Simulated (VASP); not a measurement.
Set up this calculation in VASP 6.6.1, as the native input.

```
Task                   : single point
Functional             : PBE
Potentials or basis    : VASP PAW PBE potentials, release 64 (Ag)
Cutoff                 : 520 eV
k mesh                 : 14 × 14 × 8
Occupations            : fermi-dirac, width 0.1 eV
Spin                   : no spin polarisation
Dipole correction      : no
Further INCAR settings : ALGO = Normal; EDIFF = 1e-07; NBANDS = 18
```

The structure of Ag lies in POSCAR:

```
Ag
1.0
    2.8644456006      0.0000000000      0.0000000000
   -1.4322228003      2.4806826578      0.0000000000
    0.0000000000      0.0000000000      4.6385741651
Ag
2
Direct
    0.3333333333      0.6666666667      0.2500000000
    0.6666666667      0.3333333333      0.7500000000
```

This cell differs from its parent crystal: volume scaled by 0.92.

These files were run (other wordings do the same):

INCAR

```
  PREC = Accurate
  ENCUT = 520
  EDIFF = 1E-7
  ISMEAR = -1
  SIGMA = 0.1
  LREAL = False
  LASPH = True
  NELM = 60
  ALGO = Normal
  ISIF = 2
  LWAVE = False
  LCHARG = False
  GGA = PE
  NBANDS = 18
```

KPOINTS

```
Automatic mesh
0
Gamma
  14 14 8
```

Potentials or basis: VASP PAW PBE potentials, release 64 (Ag).

Command:

```console
$ cat potpaw_PBE.64/Ag/POTCAR > POTCAR
$ mpirun -np 1 vasp_std > vasp.out
```

Results of the run:

The pressure is 9.3 GPa and the band gap on the k mesh is zero (band 11 reaches 12.64 eV, above the bottom of band 12 at 5.44 eV).

It took 29 s on 1 thread of Intel(R) Xeon(R) Platinum 8488C (Sapphire Rapids) (shared host), peak memory 0.19 GiB.
